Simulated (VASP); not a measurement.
# BAs (Pmma) in VASP: relaxation of cell and atoms with PBE

Aim: the relaxation of cell and atoms of BAs with PBE.

All numbers are computed with VASP 6.6.1; they aren't measurements. Logs are shortened: lines on timing, memory, paths and dates and some standing lists are left out, and cuts for length are marked.

## 1. The cell of the first run

The structure is orthorhombic, space group Pmma (No. 51). Conventional cell: a = 3.201 Å, b = 4.908 Å, c = 7.027 Å, α = 90.00°, β = 90.00°, γ = 90.00°. B (site symmetry mm2) has 2 B at 1.82 Å and 3 As at 2.04 to 2.13 Å within 2.4 Å. Within 2.7 Å of As (site symmetry mm2) lie 3 B at 2.04 to 2.13 Å.

The cell was generated, and may not be a known phase.

## 2. Relaxation of cell and atoms, PBE

Input file INCAR:

```
PREC = Accurate ; ENCUT = 600
EDIFF = 1E-6 ; ISMEAR = 0
SIGMA = 0.02 ; LREAL = False
LASPH = True ; NELM = 80
ALGO = Normal ; ISIF = 3
LWAVE = False ; LCHARG = False
GGA = PE ; IBRION = 2
NSW = 100 ; EDIFFG = -0.01
```

Input file KPOINTS:

```
Automatic mesh
0
Gamma
  12 8 6
```

Input file POSCAR:

```
BAs
1.0
    3.2014820282      0.0000000000      0.0000000000
    0.0000000000      4.9075684720      0.0000000000
    0.0000000000      0.0000000000      7.0266860330
B As
2 2
Direct
    0.2500000000      0.5000000000      0.5616670183
    0.7500000000      0.5000000000      0.4383329817
    0.2500000000      0.5000000000      0.2586108651
    0.7500000000      0.5000000000      0.7413891349
```

Potentials or basis: VASP PAW PBE potentials, release 64 (B, As).

Launch:

```console
$ cat potpaw_PBE.64/B/POTCAR potpaw_PBE.64/As/POTCAR > POTCAR
$ mpirun -np 1 vasp_std > vasp.out
```

OUTCAR:

```text
PREC = Accurate
   ENCUT = 600
   EDIFF = 1E-6
   ISMEAR = 0
   LREAL = False
   LASPH = True
   NELM = 80
   ISIF = 3
   GGA = PE
   IBRION = 2
   NSW = 100
   EDIFFG = -0.01

 ion  position               nearest neighbor table
   1  0.250  0.500  0.562-   2 1.82   2 1.82   4 2.04   4 2.04   3 2.13
   2  0.750  0.500  0.438-   1 1.82   1 1.82   3 2.04   3 2.04   4 2.13
   3  0.250  0.500  0.259-   2 2.04   2 2.04   1 2.13
   4  0.750  0.500  0.741-   1 2.04   1 2.04   2 2.13

  LATTYP: Found a simple orthorhombic cell.
 ALAT       =     3.2014820282
 B/A-ratio  =     1.5329052073
 C/A-ratio  =     2.1948228886

  Lattice vectors:

 A1 = (   3.2014820282,   0.0000000000,   0.0000000000)
 A2 = (   0.0000000000,   4.9075684720,   0.0000000000)
 A3 = (   0.0000000000,   0.0000000000,   7.0266860330)

Analysis of symmetry for initial positions (statically):
=====================================================================
 Subroutine PRICEL returns:
 Original cell was already a primitive cell.

 Routine SETGRP: Setting up the symmetry group for a
 simple orthorhombic supercell.

 Subroutine GETGRP returns: Found  8 space group operations
 (whereof  4 operations were pure point group operations)
 out of a pool of  8 trial point group operations.

The static configuration has the point symmetry C_2h.
 The point group associated with its full space group is D_2h.

Analysis of symmetry for dynamics (positions and initial velocities):
=====================================================================
 Subroutine PRICEL returns:
 Original cell was already a primitive cell.

 Routine SETGRP: Setting up the symmetry group for a
 simple orthorhombic supercell.

 Subroutine GETGRP returns: Found  8 space group operations
 (whereof  4 operations were pure point group operations)
 out of a pool of  8 trial point group operations.

The dynamic configuration has the point symmetry C_2h.
 The point group associated with its full space group is D_2h.

 Subroutine INISYM returns: Found  8 space group operations
 (whereof  4 operations are pure point group operations),
 and found     1 'primitive' translations

----------------------------------------------------------------------------------------

                                     Primitive cell

  volume of cell :     110.3997

  direct lattice vectors                    reciprocal lattice vectors
     3.201482028  0.000000000  0.000000000     0.312355338  0.000000000  0.000000000
     0.000000000  4.907568472  0.000000000     0.000000000  0.203766897  0.000000000
     0.000000000  0.000000000  7.026686033     0.000000000  0.000000000  0.142314598

  length of vectors
     3.201482028  4.907568472  7.026686033     0.312355338  0.203766897  0.142314598

  position of ions in fractional coordinates (direct lattice)
     0.250000000  0.500000000  0.561667018
     0.750000000  0.500000000  0.438332982
     0.250000000  0.500000000  0.258610865
     0.750000000  0.500000000  0.741389135

  ion indices of the primitive-cell ions
   primitive index   ion index
                 1           1
                 2           2
                 3           3
                 4           4

----------------------------------------------------------------------------------------

 KPOINTS: Automatic mesh

Automatic generation of k-mesh.
 Grid dimensions read from file:
 generate k-points for:   12    8    6

 Generating k-lattice:

  Cartesian coordinates                     Fractional coordinates (reciprocal lattice)
     0.026029611  0.000000000  0.000000000     0.083333333  0.000000000  0.000000000
     0.000000000  0.025470862  0.000000000     0.000000000  0.125000000  0.000000000
     0.000000000  0.000000000  0.023719100     0.000000000  0.000000000  0.166666667

  Length of vectors
     0.026029611  0.025470862  0.023719100

  Shift w.r.t. Gamma in fractional coordinates (k-lattice)
     0.000000000  0.000000000  0.000000000

 Subroutine IBZKPT returns following result:
 ===========================================

 Found    140 irreducible k-points:

 Following reciprocal coordinates:
            Coordinates               Weight
  0.000000  0.000000  0.000000      1.000000
  0.083333  0.000000  0.000000      2.000000
  0.166667  0.000000  0.000000      2.000000
  0.250000  0.000000  0.000000      2.000000
  0.333333  0.000000  0.000000      2.000000
  0.416667  0.000000  0.000000      2.000000
[... 16 lines left out ...]
  0.083333  0.375000  0.000000      4.000000
  0.166667  0.375000  0.000000      4.000000
 [... further k-points ...]
   k-points           NKPTS =    140   k-points in BZ     NKDIM =    140   number of bands    NBANDS=     12
   number of dos      NEDOS =    301   number of ions     NIONS =      4
   total plane-waves  NPLWV =  62720
   dimension x,y,z NGX =    28 NGY =   40 NGZ =   56
   dimension x,y,z NGXF=    56 NGYF=   80 NGZF=  112
   ions per type =               2   2
   NGX,Y,Z   is equivalent  to a cutoff of  14.54, 13.55, 13.25 a.u.
   NGXF,Y,Z  is equivalent  to a cutoff of  29.08, 27.10, 26.50 a.u.
 SYSTEM =  unknown system
   PREC   = accura    normal or accurate (medium, high low for compatibility)
   ISTART =      0    job   : 0-new  1-cont  2-samecut
   ICHARG =      2    charge: 1-file 2-atom 10-const
   ISPIN  =      1    spin polarized calculation?
   LNONCOLLINEAR =      F non collinear calculations
   LSORBIT =      F    spin-orbit coupling
   LASPH  =      T    aspherical Exc in radial PAW
   ENCUT  =  600.0 eV  44.10 Ry    6.64 a.u.   6.39  9.80 14.03*2*pi/ulx,y,z
   NELM   =     80;   NELMIN=  2; NELMDL= -5     # of ELM steps
   EDIFF  = 0.1E-05   stopping-criterion for ELM
   LREAL  =      F    real-space projection
   EDIFFG = -.1E-01   stopping-criterion for IOM
   NSW    =    100    number of steps for IOM
   IBRION =      2    ionic relax: 0-MD 1-quasi-New 2-CG
   NFREE  =      1    steps in history (QN), initial steepest desc. (CG)
   ISIF   =      3    stress and relaxation
   ISYM   =      2    0-nonsym 1-usesym 2-fastsym
   POTIM  = 0.5000    time-step for ionic-motion
   TEBEG  =    0.0;   TEEND  =   0.0 temperature during run
   PSTRESS=    0.0 pullay stress
   NELECT =      16.0000    total number of electrons
   NUPDOWN=      -1.0000    fix difference up-down
   EMIN   =  10.00;   EMAX   =-10.00  energy-range for DOS
   EFERMI =   0.00;   METHOD = LEGACY
   ISMEAR =     0;   SIGMA  =   0.02  broadening in eV -4-tet -1-fermi 0-gaus
   EFERMI_NEDOS =   21; number of points for ismear=-14 and -15
   IALGO  =     38    algorithm
   IMIX   =      4    mixing-type and parameters
     AMIX     =   0.40;   BMIX     =  1.00
     AMIX_MAG =   1.60;   BMIX_MAG =  1.00
  volume/ion in A,a.u.               =      27.60       186.25
  Fermi-wavevector in a.u.,A,eV,Ry     =   0.859922  1.625016 10.061033  0.739465
  Thomas-Fermi vector in A             =   1.977349
   LORBIT       =      0    0 simple, 1 ext, 2 COOP (PROOUT), +10 PAW based schemes
   GGA     = PE    functional components
   LHFCALC =     F    Hartree Fock is set to
   AEXX    =    0.0000 exact exchange contribution
   IVDW    =     0    specifies the selected vdW correction
   LEPSILON=     F    determine dielectric tensor
   LRPA    =     F    only Hartree local field effects (RPA)
 conjugate gradient relaxation of ions
 non-spin polarized calculation
 Gauss-broadening in eV      SIGMA  =   0.02
  energy-cutoff  :      600.00
  volume of cell :      110.40
 maximum number of plane-waves:      3720
 NGX is ok and might be reduce to    28
   NGX = 13   NGY = 19   NGZ = 29

--------------------------------------- Ionic step        1  -------------------------------------------

 number of electron      15.9999999 magnetization

 Free energy of the ion-electron system (eV)
  ---------------------------------------------------
  ext. energy  EPLUGINS =         0.00000000
  ---------------------------------------------------
  free energy    TOTEN  =       -19.86166616 eV

  energy without entropy =      -19.86166616  energy(sigma->0) =      -19.86166616

------------------------ aborting loop because EDIFF is reached ----------------------------------------

  FORCE on cell =-STRESS in cart. coord.  units (eV):
  Direction    XX          YY          ZZ          XY          YZ          ZX
  --------------------------------------------------------------------------------------
  -------------------------------------------------------------------------------------
  Total        0.2904190      0.0846883      0.3296340      0.0000000      0.0000000     -0.0000000
  in kB        4.2147093      1.2290407      4.7838180      0.0000000      0.0000000     -0.0000000
  external PRESSURE =       3.4091893 kB  Pullay stress =       0.0000000 kB
[... 95 lines left out ...]
  FREE ENERGIE OF THE ION-ELECTRON SYSTEM (eV)
  ---------------------------------------------------
  free  energy   TOTEN  =       -19.8637261123 eV

  energy  without entropy=      -19.8637261123  energy(sigma->0) =      -19.86372611

[... ionic steps 4 to 18 ...]

--------------------------------------- Ionic step       19  -------------------------------------------

 number of electron      15.9999999 magnetization

------------------------ aborting loop because EDIFF is reached ----------------------------------------

  FORCE on cell =-STRESS in cart. coord.  units (eV):
  Direction    XX          YY          ZZ          XY          YZ          ZX
  --------------------------------------------------------------------------------------
  -------------------------------------------------------------------------------------
  Total       -0.0891164      0.0039827     -0.0787814      0.0000000      0.0000000      0.0000000
  in kB       -1.1675130      0.0521767     -1.0321152      0.0000000      0.0000000      0.0000000
  external PRESSURE =      -0.7158172 kB  Pullay stress =       0.0000000 kB
[... 61 lines left out ...]
  energy  without entropy=      -19.8697238904  energy(sigma->0) =      -19.86972389

--------------------------------------- Ionic step       21  -------------------------------------------

 number of electron      15.9999999 magnetization

 Free energy of the ion-electron system (eV)
  ---------------------------------------------------
  ext. energy  EPLUGINS =         0.00000000
  ---------------------------------------------------
  free energy    TOTEN  =       -19.86977241 eV

  energy without entropy =      -19.86977241  energy(sigma->0) =      -19.86977241

 E-fermi :   0.9361     XC(G=0):  -6.5029

 val. band max:        0.8001900133   @ k =   0.0000   0.5000   0.0000
 cond. band min:       1.1231097104   @ k =   0.4167   0.5000   0.5000
 fundamental gap:      0.3229196971
 Fermi energy:         0.9360502765

 k-point     1 :       0.0000    0.0000    0.0000
  band No.  band energies     occupation
      1     -14.4547      2.00000
      2     -12.1016      2.00000
      3      -7.0597      2.00000
      4      -4.7071      2.00000
      5      -4.2583      2.00000
      6      -2.3056      2.00000
      7      -1.1030      2.00000
      8       0.7933      2.00000
      9       1.2202      0.00000
     10       2.1173      0.00000
     11       2.1905      0.00000
     12       3.2312      0.00000
[... 331 lines left out ...]
 k-point    24 :       0.1667    0.3750    0.0000
  band No.  band energies     occupation
      1     -14.1374      2.00000
      2     -11.8320      2.00000
      3      -6.7465      2.00000
      4      -6.0371      2.00000
      5      -4.1133      2.00000
      6      -2.2574      2.00000
      7      -1.9809      2.00000
      8      -1.0919      2.00000
      9       1.7349      0.00000
     10       2.2368      0.00000
     11       3.2349      0.00000
     12       4.5744      0.00000

 [... further k-points ...]

------------------------ aborting loop because EDIFF is reached ----------------------------------------

  FORCE on cell =-STRESS in cart. coord.  units (eV):
  Direction    XX          YY          ZZ          XY          YZ          ZX
  --------------------------------------------------------------------------------------
  -------------------------------------------------------------------------------------
  Total        0.0377809      0.0024633     -0.0200556      0.0000000      0.0000000      0.0000000
  in kB        0.4916156      0.0320536     -0.2609689      0.0000000      0.0000000      0.0000000
  external PRESSURE =       0.0875668 kB  Pullay stress =       0.0000000 kB
[... 19 lines left out ...]
  FREE ENERGIE OF THE ION-ELECTRON SYSTEM (eV)
  ---------------------------------------------------
  free  energy   TOTEN  =       -19.8697724069 eV

  energy  without entropy=      -19.8697724069  energy(sigma->0) =      -19.86977241

 reached required accuracy - stopping structural energy minimisation
```

It took 17 min on 1 thread of AMD EPYC 9R45 (Zen 5), shared host; peak memory 0.39 GiB.

Results:

```
Free energy                           : -19.8698 eV
Relaxed volume                        : 30.78 Å³/atom
Relaxed cell                          : a = 3.203 Å, b = 5.261 Å, c = 7.307 Å, α = 90.00°, β = 90.00°, γ = 90.00°
Space group after relaxing (to 0.1 Å) : Pmma (No. 51)
Energy gained by relaxing             : 2.0 meV/atom
Ionic steps                           : 21
Pressure after relaxing               : 0.0 GPa
Largest force after relaxing          : 0.009 eV/Å
Band gap on the k mesh                : 0.32 eV (least direct gap 0.43 eV)
```

Forces on the atoms (eV/Å):
```
B    0.000  0.000 -0.005
B    0.000  0.000  0.005
As   0.000  0.000  0.009
As   0.000  0.000 -0.009
```

Step by step:
| step | energy change (eV) | largest force (eV/Å) | pressure (GPa) | volume (Å³) |
| --- | --- | --- | --- | --- |
| 1 | 0.0000 | 0.1868 | 0.34 | 110.40 |
| 2 | -0.0012 | 0.1669 | -0.46 | 111.34 |
| 3 | -0.0021 | 0.1113 | -0.14 | 110.97 |
| 4 | -0.0033 | 0.0157 | 0.06 | 110.92 |
| 5 | -0.0033 | 0.0131 | 0.07 | 110.92 |
| 6 | -0.0035 | 0.0269 | 0.07 | 111.10 |
| 7 | -0.0037 | 0.0632 | 0.07 | 111.57 |
| 8 | -0.0038 | 0.0619 | 0.08 | 111.64 |
| 9 | -0.0039 | 0.0574 | 0.07 | 111.84 |
| 10 | -0.0043 | 0.0479 | 0.08 | 112.24 |
| 11 | -0.0049 | 0.0291 | 0.10 | 113.04 |
| 12 | -0.0059 | 0.0192 | 0.14 | 114.64 |
| 13 | -0.0067 | 0.0891 | 0.22 | 117.88 |
| 14 | -0.0070 | 0.0762 | 0.18 | 118.28 |
| 15 | -0.0075 | 0.0368 | 0.07 | 119.46 |
| 16 | -0.0078 | 0.0395 | -0.14 | 121.86 |
| 17 | -0.0078 | 0.0281 | -0.11 | 121.52 |
| 18 | -0.0079 | 0.0292 | -0.09 | 121.92 |
| 19 | -0.0080 | 0.0301 | -0.07 | 122.29 |
| 20 | -0.0081 | 0.0314 | -0.03 | 123.04 |
| 21 | -0.0081 | 0.0094 | 0.01 | 123.13 |

Final structure:
```cif
data_structure
_symmetry_space_group_name_H-M 'P 1'
_symmetry_Int_Tables_number 1
_cell_length_a 3.2033
_cell_length_b 5.2605
_cell_length_c 7.3068
_cell_angle_alpha 90.000
_cell_angle_beta 90.000
_cell_angle_gamma 90.000
_cell_volume 123.13
loop_
_atom_site_label
_atom_site_type_symbol
_atom_site_fract_x
_atom_site_fract_y
_atom_site_fract_z
_atom_site_occupancy
B1 B 0.25000 0.50000 0.55754 1
B2 B 0.75000 0.50000 0.44246 1
As1 As 0.25000 0.50000 0.26715 1
As2 As 0.75000 0.50000 0.73285 1
```

Caveat: semilocal functionals underestimate gaps, and a narrow one can read as zero; this functional lacks dispersion, which binds layers or chains, so the pressure and a relaxed spacing across them are unreliable.
